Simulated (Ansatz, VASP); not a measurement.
# Two plane-wave programs on CsLi

```
Cs Li
1.0
     4.46355    0.00000    0.00000
    -2.23177    3.86554    0.00000
     0.00000    0.00000    6.35742
Cs Li
1 1
Direct
  0.33333 0.66667 0.50000
  0.00000 0.00000 0.00000
```

Alike in both runs: task relaxation of cell and atoms; functional PBE; dispersion D3(BJ); k mesh 12 × 12 × 8; occupations fermi-dirac, width 0.15 eV; no spin polarisation.

```csv
,VASP,Ansatz
version,VASP 6.6.1,Ansatz 0.2.0
potentials or method,"VASP PAW PBE potentials, release 64 (Cs_sv, Li_sv), cutoff 600 eV","scalar-relativistic, plane waves, PAW"
valence electrons in the cell,12,12
```

```tsv
	VASP	Ansatz	Ansatz less VASP
gap on the k mesh at the Fermi level, each at its own relaxed structure (eV)	none	none	-
relaxed volume (Å³/atom)	55.73	56.16	+0.437
relaxed cell length with the largest relative difference (Å)	4.494	4.511	+0.0169
```

A gap of «none» marks a metal or a gap that the smearing closes.

Neither program's run includes spin-orbit coupling. Noted on VASP's run: the cutoff is short for stress, so the pressure is rough.
